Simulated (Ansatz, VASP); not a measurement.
## Two plane-wave programs on Ge

```
Ge
1.0
     3.09795    0.00000    0.00000
    -1.54897    2.68290    0.00000
     0.00000    0.00000   10.23729
Ge
4
Direct
  0.00000 0.00000 0.00000
  0.33333 0.66667 0.25000
  0.00000 0.00000 0.50000
  0.66667 0.33333 0.75000
```

Alike in both runs: functional PBE; dispersion D3(BJ); k mesh 18 × 18 × 4; occupations gaussian, width 0.1 eV; no spin polarisation.

Ansatz relaxed the structure, and its values are those at the end. VASP's run is a single point on that final structure, the one shown.

|  | VASP | Ansatz |
| --- | --- | --- |
| version | VASP 6.6.1 | Ansatz 0.2.0 |
| potentials or method | VASP PAW PBE potentials, release 64 (Ge_d), cutoff 500 eV | scalar-relativistic, plane waves, PAW |
| valence electrons in the cell | 56 | 56 |

|  | VASP | Ansatz | Ansatz less VASP |
| --- | --- | --- | --- |
| gap on the k mesh at the Fermi level (eV) | none | none | - |
| pressure (GPa) | -0.3 | 0.0 | +0.34 |

A gap of «none» marks a metal or a gap that the smearing closes. Ansatz's warnings: dispersion switch in reach, relaxed geometry near dispersion switch.
